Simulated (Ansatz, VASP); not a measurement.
## TiGePd3 in VASP and in Ansatz

```xyz
5
Lattice="4.6845 0.0000 0.0000 0.0000 4.6845 0.0000 0.0000 0.0000 4.6845" Properties=species:S:1:pos:R:3 pbc="T T T"
Ti    0.0000    0.0000    0.0000
Ge    2.3423    2.3423    2.3423
Pd    2.3423    0.0000    0.0000
Pd    0.0000    2.3423    0.0000
Pd    0.0000    0.0000    2.3423
```

Alike in both runs: functional PBE; k mesh 4 × 4 × 4; occupations gaussian, width 0.1 eV; no spin polarisation.

Ansatz relaxed the structure, and its values are those at the end. VASP's run is a single point on that final structure, the one shown.

|  | VASP | Ansatz |
| --- | --- | --- |
| version | VASP 6.6.1 | Ansatz 0.2.0 |
| potentials or method | VASP PAW PBE potentials, release 64 (Ti_sv, Ge_d, Pd), cutoff 520 eV | scalar-relativistic, plane waves, PAW |
| valence electrons in the cell | 56 | 80 |

|  | VASP | Ansatz | Ansatz less VASP |
| --- | --- | --- | --- |
| gap on the k mesh at the Fermi level (eV) | none | none | - |
| pressure (GPa) | 0.4 | 0.3 | -0.09 |

A gap of «none» marks a metal or a gap that the smearing closes. VASP's potentials hold 56 valence electrons a cell and Ansatz's 80, so a difference there can come from the potentials and not from the codes.
